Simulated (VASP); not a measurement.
PtSe2: single point with PBE exchange alone

PtSe2:

```xyz
3
Lattice="3.9224 0.0000 0.0000 -1.9612 3.3969 0.0000 0.0000 0.0000 8.3573" Properties=species:S:1:pos:R:3 pbc="T T T"
Pt    0.0000    0.0000    0.0000
Se    1.9612    1.1323    6.9945
Se    0.0000    2.2646    1.3628
```

* Program: VASP 6.6.1
* Task: single point
* Functional: PBE exchange alone
* Potentials or basis: VASP PAW PBE potentials, release 64 (Pt, Se)
* Cutoff: 520 eV
* k mesh: 8 × 8 × 5
* Occupations: fermi-dirac, width 0.05 eV
* Spin: no spin polarisation
* Dipole correction: no
* Further INCAR settings: ALGO = Normal; EDIFF = 1e-06; NBANDS = 18

* Pressure: 0.0 GPa
* Largest force: 0.005 eV/Å
* Band gap on the k mesh: 1.07 eV (least direct gap 1.22 eV)

Forces on the atoms (eV/Å):
```
Pt   0.000  0.000  0.000
Se   0.000  0.000 -0.005
Se   0.000  0.000  0.005
```

Levels at points of the mesh, in eV from the valence-band top:
```
           k point  band 7  band 8  band 9  band 10  band 11  band 12  band 13  band 14  band 15  band 16
(0.00, 0.00, 0.00)   -2.25   -1.11   -0.37    -0.04    -0.04     2.42     2.42     3.46     5.59     6.51
(0.50, 0.00, 0.00)   -1.89   -1.88   -1.65    -1.48    -1.13     1.87     2.25     4.33     6.13     7.37
```

Wall time 87 s on 1 thread of Intel(R) Xeon(R) Platinum 8259CL CPU @ 2.50GHz (Skylake/Cascade Lake), with other jobs on the host, peak memory 0.27 GiB.

Caveat: spin-orbit coupling is left out, which moves the levels of the heavy elements; an odd mesh through Γ misses points on the zone boundary, where band edges can lie.
